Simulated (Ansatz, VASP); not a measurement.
One calculation of SiO2, two programs

```
Si O
1.0
     4.18010    0.00000    0.00000
     0.00000    4.18010    0.00000
     0.00000    0.00000    2.58777
Si O
2 4
Direct
  0.00000 0.00000 0.00000
  0.50000 0.50000 0.50000
  0.30670 0.30670 0.00000
  0.19330 0.80670 0.50000
  0.69330 0.69330 0.00000
  0.80670 0.19330 0.50000
```

Change from the starting cell: zz strain of -3 %.

Alike in both runs: task single point; functional PBE; k mesh 6 × 6 × 9; occupations fermi-dirac, width 0.03 eV; no spin polarisation.

```csv
,VASP,Ansatz
version,VASP 6.6.1,Ansatz 0.2.0
potentials or method,"VASP PAW PBE potentials, release 64 (Si, O), cutoff 520 eV","all-electron LAPW, scalar-relativistic"
```

```csv
,VASP,Ansatz,Ansatz less VASP
gap on the k mesh at the Fermi level (eV),6.28,6.31,+0.023
pressure (GPa),24.1,23.8,-0.33
"traceless stress, the component that is largest in VASP (GPa)",13.37,12.75,-0.619
rms of the force components (eV/Å),0.161,0.145,-0.0163
```

Atom by atom the forces differ by 0.016 eV/Å (rms over components). Ansatz ran all-electron here, and VASP with PAW potentials.
